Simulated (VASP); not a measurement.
A run of VASP 6.6.1 is set up as follows.

The input INCAR:

```
PREC = Accurate
ENCUT = 500
EDIFF = 1E-6
ISMEAR = 1
SIGMA = 0.02
LREAL = False
LASPH = True
NELM = 120
ALGO = Normal
ISIF = 2
LWAVE = False
LCHARG = False
GGA = RE
IVDW = 12
NBANDS = 18
GGA_COMPAT = False
```

KPOINTS

```
Automatic mesh
0
Gamma
  9 9 5
```

POSCAR

```
Au
1.0
    2.9568771850      0.0000000000      0.0000000000
   -1.4784385925      2.5607270151      0.0000000000
    0.0000000000      0.0000000000      4.9757105734
Au
2
Direct
    0.3333333333      0.6666666667      0.7500000000
    0.6666666667      0.3333333333      0.2500000000
```

Potentials or basis: VASP PAW PBE potentials, release 64 (Au).

Run with:

```sh
$ cat potpaw_PBE.64/Au/POTCAR > POTCAR
$ mpirun -np 1 vasp_std > vasp.out
```

Q: Predict the pressure.

A: -13.3 GPa.

Q: Predict the dispersion energy per atom.

A: -1.137 eV.

Q: Estimate the band gap on the k mesh.

A: Zero (bands 11 and 12 overlap by 5.71 eV).

Stress tensor (GPa, compression positive):
```
-13.17   0.00   0.00
  0.00 -13.17   0.00
  0.00   0.00 -13.58
```

Caveat: three body term missing; the cell stands under tension; the PAW data sets were made with another functional, which shifts forces and pressure a little; spin-orbit coupling is left out, which moves the levels of the heavy elements.
